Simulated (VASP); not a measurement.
A run of VASP 6.6.1 is set up as follows.

The input INCAR:

```
SYSTEM = CoO
PREC = Accurate
ENCUT = 520
EDIFF = 1E-6
ISMEAR = -1
SIGMA = 0.05
LREAL = .False.
LASPH = .True.
NELM = 150
ALGO = Normal
ISIF = 2
LWAVE = .False.
LCHARG = .False.
ISPIN = 2
MAGMOM = 3 0
LORBIT = 11
LMAXMIX = 4
GGA = PE
NBANDS = 18
```

Contents of KPOINTS:

```
Automatic mesh
0
Gamma
  12 12 12
  0 0 0
```

The input POSCAR:

```
CoO
1.0
   -1.5179874889      1.5179874889      2.1212060671
    1.5179874889     -1.5179874889      2.1212060671
    1.5179874889      1.5179874889     -2.1212060671
Co O
1 1
Direct
    0.0000000000      0.0000000000      0.0000000000
    0.5000000000      0.5000000000      0.0000000000
```

Potentials or basis: VASP PAW PBE potentials, release 64 (Co, O).

Run with:

```sh
$ cat potpaw_PBE.64/Co/POTCAR potpaw_PBE.64/O/POTCAR > POTCAR
$ mpirun -np 1 vasp_std > vasp.out
```

Estimate the pressure.

-3.7 GPa.

What does it give for the site moments?

Co +2.57; O +0.30 μB.

Caveat: the cell stands under tension; a cell with one magnetic atom can't hold antiferromagnetic order, which such compounds often take.
